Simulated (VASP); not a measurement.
# RbRe (Pmma) in VASP: single point with PBE

Aim: the single point of RbRe with PBE.

All numbers are computed with VASP 6.6.1; they aren't measurements. Logs are shortened: lines on timing, memory, paths and dates and some standing lists are left out, and cuts for length are marked.

### Step 1. The cell of the first run

Symmetry: Pmma, No. 51, orthorhombic system. Conventional cell: a = 4.027 Å, b = 2.978 Å, c = 11.108 Å, α = 90.00°, β = 90.00°, γ = 90.00°. Rb (site symmetry mm2) has 4 Rb at 2.98 to 4.03 Å and 6 Re at 3.56 to 4.05 Å within 4.1 Å. Re (site symmetry mm2) has 4 Re at 2.36 to 2.98 Å within 3.1 Å.

### Step 2. Single point, PBE

INCAR reads:

```
PREC = Accurate
ENCUT = 560
EDIFF = 1E-6
ISMEAR = 0
SIGMA = 0.1
LREAL = F
LASPH = T
NELM = 120
ALGO = Normal
ISIF = 2
LWAVE = F
LCHARG = F
GGA = PE
NBANDS = 32
GGA_COMPAT = F
```

KPOINTS reads:

```
Automatic mesh
0
Gamma
  4 6 4
```

POSCAR reads:

```
RbRe
1.0
    4.0273433955      0.0000000000      0.0000000000
    0.0000000000      2.9776134112      0.0000000000
    0.0000000000      0.0000000000     11.1077900132
Rb Re
2 2
Direct
    0.7500000000      0.0000000000      0.7161849543
    0.2500000000      0.0000000000      0.2838150457
    0.7500000000      0.5000000000      0.0557436596
    0.2500000000      0.5000000000      0.9442563404
```

Potentials or basis: VASP PAW PBE potentials, release 64 (Rb_sv, Re_sv_GW).

Command:

```
$ cat potpaw_PBE.64/Rb_sv/POTCAR potpaw_PBE.64/Re_sv_GW/POTCAR > POTCAR
$ mpirun -np 1 vasp_std > vasp.out
```

OUTCAR:

```text
PREC = Accurate
   ENCUT = 560
   EDIFF = 1E-6
   ISMEAR = 0
   LREAL = F
   LASPH = T
   NELM = 120
   ISIF = 2
   GGA = PE

 ion  position               nearest neighbor table
   1  0.750  0.000  0.716-   4 3.56   4 3.56   4 3.56   4 3.56   3 4.05   3 4.05   2 5.21   2 5.21

   2  0.250  0.000  0.284-   3 3.56   3 3.56   3 3.56   3 3.56   4 4.05   4 4.05   1 5.21   1 5.21

   3  0.750  0.500  0.056-   4 2.36   4 2.36   2 3.56   2 3.56   2 3.56   2 3.56   1 4.05   1 4.05

   4  0.250  0.500  0.944-   3 2.36   3 2.36   1 3.56   1 3.56   1 3.56   1 3.56   2 4.05   2 4.05

  LATTYP: Found a simple orthorhombic cell.
 ALAT       =     2.9776134112
 B/A-ratio  =     1.3525407228
 C/A-ratio  =     3.7304339010

  Lattice vectors:

 A1 = (   0.0000000000,  -2.9776134112,   0.0000000000)
 A2 = (   4.0273433955,   0.0000000000,   0.0000000000)
 A3 = (   0.0000000000,   0.0000000000,  11.1077900132)

Analysis of symmetry for initial positions (statically):
=====================================================================
 Subroutine PRICEL returns:
 Original cell was already a primitive cell.

 Routine SETGRP: Setting up the symmetry group for a
 simple orthorhombic supercell.

 Subroutine GETGRP returns: Found  8 space group operations
 (whereof  4 operations were pure point group operations)
 out of a pool of  8 trial point group operations.

The static configuration has the point symmetry C_2h.
 The point group associated with its full space group is D_2h.

Analysis of symmetry for dynamics (positions and initial velocities):
=====================================================================
 Subroutine PRICEL returns:
 Original cell was already a primitive cell.

 Routine SETGRP: Setting up the symmetry group for a
 simple orthorhombic supercell.

 Subroutine GETGRP returns: Found  8 space group operations
 (whereof  4 operations were pure point group operations)
 out of a pool of  8 trial point group operations.

The dynamic configuration has the point symmetry C_2h.
 The point group associated with its full space group is D_2h.

 Subroutine INISYM returns: Found  8 space group operations
 (whereof  4 operations are pure point group operations),
 and found     1 'primitive' translations

----------------------------------------------------------------------------------------

                                     Primitive cell

  volume of cell :     133.2032

  direct lattice vectors                    reciprocal lattice vectors
     4.027343395  0.000000000  0.000000000     0.248302641  0.000000000  0.000000000
     0.000000000  2.977613411  0.000000000     0.000000000  0.335839433  0.000000000
     0.000000000  0.000000000 11.107790013     0.000000000  0.000000000  0.090026909

  length of vectors
     4.027343395  2.977613411 11.107790013     0.248302641  0.335839433  0.090026909

  position of ions in fractional coordinates (direct lattice)
     0.750000000  0.000000000  0.716184954
     0.250000000  0.000000000  0.283815046
     0.750000000  0.500000000  0.055743660
     0.250000000  0.500000000  0.944256340

  ion indices of the primitive-cell ions
   primitive index   ion index
                 1           1
                 2           2
                 3           3
                 4           4

----------------------------------------------------------------------------------------

 KPOINTS: Automatic mesh

Automatic generation of k-mesh.
 Grid dimensions read from file:
 generate k-points for:    4    6    4

 Generating k-lattice:

  Cartesian coordinates                     Fractional coordinates (reciprocal lattice)
     0.062075660  0.000000000  0.000000000     0.250000000  0.000000000  0.000000000
     0.000000000  0.055973239  0.000000000     0.000000000  0.166666667  0.000000000
     0.000000000  0.000000000  0.022506727     0.000000000  0.000000000  0.250000000

  Length of vectors
     0.062075660  0.055973239  0.022506727

  Shift w.r.t. Gamma in fractional coordinates (k-lattice)
     0.000000000  0.000000000  0.000000000

 Subroutine IBZKPT returns following result:
 ===========================================

 Found     36 irreducible k-points:

 Following reciprocal coordinates:
            Coordinates               Weight
  0.000000  0.000000  0.000000      1.000000
  0.250000  0.000000  0.000000      2.000000
  0.500000  0.000000  0.000000      1.000000
  0.000000  0.166667  0.000000      2.000000
  0.250000  0.166667  0.000000      4.000000
  0.500000  0.166667  0.000000      2.000000
[... 16 lines left out ...]
  0.250000  0.500000  0.250000      4.000000
  0.500000  0.500000  0.250000      2.000000
 [... further k-points ...]
   k-points           NKPTS =     36   k-points in BZ     NKDIM =     36   number of bands    NBANDS=     32
   number of dos      NEDOS =    301   number of ions     NIONS =      4
   total plane-waves  NPLWV =  69120
   dimension x,y,z NGX =    32 NGY =   24 NGZ =   90
   dimension x,y,z NGXF=    64 NGYF=   48 NGZF=  180
   ions per type =               2   2
   NGX,Y,Z   is equivalent  to a cutoff of  13.21, 13.40, 13.47 a.u.
   NGXF,Y,Z  is equivalent  to a cutoff of  26.42, 26.80, 26.94 a.u.
 SYSTEM =  unknown system
   PREC   = accura    normal or accurate (medium, high low for compatibility)
   ISTART =      0    job   : 0-new  1-cont  2-samecut
   ICHARG =      2    charge: 1-file 2-atom 10-const
   ISPIN  =      1    spin polarized calculation?
   LNONCOLLINEAR =      F non collinear calculations
   LSORBIT =      F    spin-orbit coupling
   LASPH  =      T    aspherical Exc in radial PAW
   ENCUT  =  560.0 eV  41.16 Ry    6.42 a.u.   7.77  5.75 21.43*2*pi/ulx,y,z
   NELM   =    120;   NELMIN=  2; NELMDL= -5     # of ELM steps
   EDIFF  = 0.1E-05   stopping-criterion for ELM
   LREAL  =      F    real-space projection
   EDIFFG = 0.1E-04   stopping-criterion for IOM
   NSW    =      0    number of steps for IOM
   IBRION =     -1    ionic relax: 0-MD 1-quasi-New 2-CG
   NFREE  =      0    steps in history (QN), initial steepest desc. (CG)
   ISIF   =      2    stress and relaxation
   ISYM   =      2    0-nonsym 1-usesym 2-fastsym
   POTIM  = 0.5000    time-step for ionic-motion
   TEBEG  =    0.0;   TEEND  =   0.0 temperature during run
   PSTRESS=    0.0 pullay stress
   NELECT =      48.0000    total number of electrons
   NUPDOWN=      -1.0000    fix difference up-down
   EMIN   =  10.00;   EMAX   =-10.00  energy-range for DOS
   EFERMI =   0.00;   METHOD = LEGACY
   ISMEAR =     0;   SIGMA  =   0.10  broadening in eV -4-tet -1-fermi 0-gaus
   EFERMI_NEDOS =   21; number of points for ismear=-14 and -15
   IALGO  =     38    algorithm
   IMIX   =      4    mixing-type and parameters
     AMIX     =   0.40;   BMIX     =  1.00
     AMIX_MAG =   1.60;   BMIX_MAG =  1.00
  volume/ion in A,a.u.               =      33.30       224.72
  Fermi-wavevector in a.u.,A,eV,Ry     =   1.164976  2.201486 18.465411  1.357169
  Thomas-Fermi vector in A             =   2.301508
   LORBIT       =      0    0 simple, 1 ext, 2 COOP (PROOUT), +10 PAW based schemes
   GGA     = PE    functional components
   LHFCALC =     F    Hartree Fock is set to
   AEXX    =    0.0000 exact exchange contribution
   IVDW    =     0    specifies the selected vdW correction
   LEPSILON=     F    determine dielectric tensor
   LRPA    =     F    only Hartree local field effects (RPA)
 non-spin polarized calculation
 Gauss-broadening in eV      SIGMA  =   0.10
  energy-cutoff  :      560.00
  volume of cell :      133.20
 maximum number of plane-waves:      4036
 NGX is ok and might be reduce to    32
   NGX = 15   NGY = 11   NGZ = 43

 number of electron      48.0000002 magnetization

 Free energy of the ion-electron system (eV)
  ---------------------------------------------------
  ext. energy  EPLUGINS =         0.00000000
  ---------------------------------------------------
  free energy    TOTEN  =       -25.15617399 eV

  energy without entropy =      -25.14741644  energy(sigma->0) =      -25.15179521

 E-fermi :   3.7113     XC(G=0):  -8.7409

 val. band max:        3.6971123486   @ k =   0.2500   0.5000   0.5000
 cond. band min:       3.8026053426   @ k =   0.0000   0.1667   0.2500
 fundamental gap:      0.1054929940
 Fermi energy:         3.7113305935

 k-point     1 :       0.0000    0.0000    0.0000
  band No.  band energies     occupation
      1     -76.0747      2.00000
      2     -75.8351      2.00000
      3     -38.7808      2.00000
      4     -37.9953      2.00000
      5     -37.7066      2.00000
      6     -37.5473      2.00000
[... 24 lines left out ...]
     31       6.7424      0.00000
     32       6.7548      0.00000

 k-point     2 :       0.2500    0.0000    0.0000
  band No.  band energies     occupation
      1     -76.0401      2.00000
      2     -75.8706      2.00000
      3     -38.7020      2.00000
      4     -38.1565      2.00000
      5     -37.6673      2.00000
      6     -37.4750      2.00000
[... 24 lines left out ...]
     31       6.6709      0.00000
     32       6.7815      0.00000

 k-point     3 :       0.5000    0.0000    0.0000
  band No.  band energies     occupation
      1     -75.9558      2.00000
      2     -75.9558      2.00000
      3     -38.4669      2.00000
      4     -38.4669      2.00000
      5     -37.5715      2.00000
      6     -37.5715      2.00000
[... 24 lines left out ...]
     31       6.3442      0.00000
     32       6.3442      0.00000

 k-point     4 :       0.0000    0.1667    0.0000
  band No.  band energies     occupation
      1     -76.0714      2.00000
      2     -75.8320      2.00000
      3     -38.7727      2.00000
      4     -37.9883      2.00000
      5     -37.7812      2.00000
      6     -37.5413      2.00000
[... 654 lines left out ...]
     31       7.4947      0.00000
     32       7.5053      0.00000

 k-point    23 :       0.2500    0.5000    0.2500
  band No.  band energies     occupation
      1     -76.0269      2.00000
      2     -75.8582      2.00000
      3     -38.6696      2.00000
      4     -38.1272      2.00000
      5     -37.9560      2.00000
      6     -37.7402      2.00000
[... 24 lines left out ...]
     31       7.2783      0.00000
     32       7.8084      0.00000

 k-point    24 :       0.5000    0.5000    0.2500
  band No.  band energies     occupation
      1     -75.9430      2.00000
      2     -75.9430      2.00000
      3     -38.4350      2.00000
      4     -38.4350      2.00000
      5     -37.8485      2.00000
      6     -37.8485      2.00000
[... 24 lines left out ...]
     31       7.8981      0.00000
     32       7.8981      0.00000

 [... further k-points ...]
[... 5 lines left out ...]
  --------------------------------------------------------------------------------------
  -------------------------------------------------------------------------------------
  Total       -0.1755672     -0.1758263     -0.1804013      0.0000000      0.0000000      0.0000000
  in kB       -2.1117351     -2.1148510     -2.1698796      0.0000000      0.0000000      0.0000000
  external PRESSURE =      -2.1321552 kB  Pullay stress =       0.0000000 kB

 VOLUME and BASIS-vectors are now :
 -----------------------------------------------------------------------------
  energy-cutoff  :      560.00
  volume of cell :      133.20
      direct lattice vectors                 reciprocal lattice vectors
     4.027343395  0.000000000  0.000000000     0.248302641  0.000000000  0.000000000
     0.000000000  2.977613411  0.000000000     0.000000000  0.335839433  0.000000000
     0.000000000  0.000000000 11.107790013     0.000000000  0.000000000  0.090026909

 POSITION                                       TOTAL-FORCE (eV/Angst)
 -----------------------------------------------------------------------------------
      3.02051      0.00000      7.95523        -0.000000     -0.000000     -0.003273
      1.00684      0.00000      3.15256        -0.000000     -0.000000      0.003273
      3.02051      1.48881      0.61919        -0.000000     -0.000000      0.024188
      1.00684      1.48881     10.48860         0.000000      0.000000     -0.024188
 -----------------------------------------------------------------------------------
    total drift:                                0.000000     -0.000000      0.000000

  FREE ENERGIE OF THE ION-ELECTRON SYSTEM (eV)
  ---------------------------------------------------
  free  energy   TOTEN  =       -25.1561739905 eV

  energy  without entropy=      -25.1474164352  energy(sigma->0) =      -25.15179521
```

It took 90 s on 1 thread of AMD EPYC 9R45 (Zen 5), shared host; peak memory 0.31 GiB.

What came out:

```yaml
Free_energy: -25.1562 eV
Pressure: -0.2 GPa
Largest_force: 0.024 eV/Å
Band_gap_on_the_k_mesh: zero (bands 24 and 25 overlap by 1.06 eV)
```

Forces in eV/Å, atoms in the order of the input:
```
Rb   0.000  0.000 -0.003
Rb   0.000  0.000  0.003
Re   0.000  0.000  0.024
Re   0.000  0.000 -0.024
```

Caveat: the k points lie up to 0.39 Å⁻¹ apart, too coarse for converged energies and pressures of a metal; spin-orbit coupling is left out, which moves the levels of the heavy elements.

The gap in the log of VASP goes by the Fermi energy; the results here count the filled bands.